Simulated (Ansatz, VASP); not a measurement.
Al4N3 in VASP and in Ansatz

```
Al N
1.0
     3.11266    0.00000    0.00000
    -1.55633    2.69564    0.00000
     0.00000    0.00000    9.80898
Al N
4 3
Direct
  0.00000 0.00000 0.49581
  0.33333 0.66667 0.75891
  0.00000 0.00000 0.98090
  0.33333 0.66667 0.23878
  0.33333 0.66667 0.43313
  0.00000 0.00000 0.69047
  0.00000 0.00000 0.17700
```

Alike in both runs: task single point; functional r2SCAN; k mesh 12 × 12 × 4; occupations gaussian, width 0.1 eV; no spin polarisation.

```csv
,VASP,Ansatz
version,VASP 6.6.1,Ansatz 0.2.0
potentials or method,"VASP PAW PBE potentials, release 64 (Al, N), cutoff 520 eV","scalar-relativistic, plane waves, PAW"
valence electrons in the cell,27,27
```

```csv
,VASP,Ansatz,Ansatz less VASP
gap on the k mesh at the Fermi level (eV),none,none,-
pressure (GPa),-4.4,-4.0,+0.37
"traceless stress, the component that is largest in VASP (GPa)",-0.19,-0.14,+0.046
rms of the force components (eV/Å),0.034,0.034,-0.0001
```

VASP's potentials were made for PBE, not for r2SCAN. Atom by atom the forces differ by 0.002 eV/Å (rms over components). A gap of «none» marks a metal or a gap that the smearing closes. The functional is the same, so the differences come from potentials, cutoffs and numerics.
